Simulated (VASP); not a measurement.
Al3InSb4: single point with PBE

The system is Al3InSb4.

```
CELL_PARAMETERS angstrom
4.47206 0.00000 0.00000
0.00000 8.94066 0.00000
0.00000 0.00000 6.31724
ATOMIC_POSITIONS crystal
Al 0.00000 0.00000 0.99955
Al 0.50000 0.24332 0.49997
Al 0.50000 0.75668 0.49997
In 0.00000 0.50000 0.99995
Sb 0.50000 0.00000 0.24304
Sb 0.00000 0.23877 0.74119
Sb 0.50000 0.50000 0.27514
Sb 0.00000 0.76123 0.74119
```

```
Program             : VASP 6.6.1
Task                : single point
Functional          : PBE
Potentials or basis : VASP PAW PBE potentials, release 64 (Al, In_d, Sb)
Cutoff              : 520 eV
k mesh              : 6 × 4 × 6
Occupations         : gaussian, width 0.02 eV
Spin                : no spin polarisation
```

| Property | Result |
| --- | --- |
| Pressure | 0.1 GPa |
| Largest force | 0.016 eV/Å |
| Band gap on the k mesh | 0.74 eV, direct |

Forces on the atoms (eV/Å):
```
Al   0.000  0.000  0.003
Al   0.000  0.000  0.001
Al   0.000  0.000  0.001
In   0.000  0.000  0.000
Sb   0.000  0.000 -0.003
Sb   0.000  0.013  0.007
Sb   0.000  0.000 -0.016
Sb   0.000 -0.013  0.007
```

Levels at points of the mesh, in eV from the valence-band top:
```tsv
k point	band 17	band 18	band 19	band 20	band 21	band 22	band 23	band 24	band 25	band 26
(0.00, 0.00, 0.00)	-1.14	-0.90	-0.10	-0.04	0.00	0.74	1.24	1.34	2.14	2.46
(0.50, 0.00, 0.00)	-2.16	-2.09	-2.05	-1.15	-0.84	1.07	1.28	1.29	1.62	2.14
(0.00, 0.50, 0.00)	-1.72	-1.15	-1.07	-0.43	-0.06	1.43	1.77	1.99	2.18	3.19
(0.50, 0.50, 0.00)	-2.23	-2.11	-2.04	-1.95	-1.78	2.00	2.09	2.21	2.31	2.40
(0.00, 0.00, 0.50)	-1.25	-1.09	-0.91	-0.91	-0.64	0.82	1.05	1.55	1.74	2.71
(0.50, 0.00, 0.50)	-2.61	-1.09	-0.94	-0.91	-0.77	0.86	1.02	3.50	3.57	3.62
(0.00, 0.50, 0.50)	-1.37	-1.33	-1.29	-1.23	-0.73	1.86	1.87	1.97	1.99	3.24
(0.50, 0.50, 0.50)	-2.53	-1.59	-1.56	-1.53	-1.51	2.39	2.53	2.54	2.76	3.36
```

Run time: 3.9 min on 1 thread of Intel(R) Xeon(R) Platinum 8488C (Sapphire Rapids) (shared host), peak memory 0.56 GiB.

Caveat: spin-orbit coupling is left out, which moves the levels of the heavy elements. A k mesh can miss the band edges.
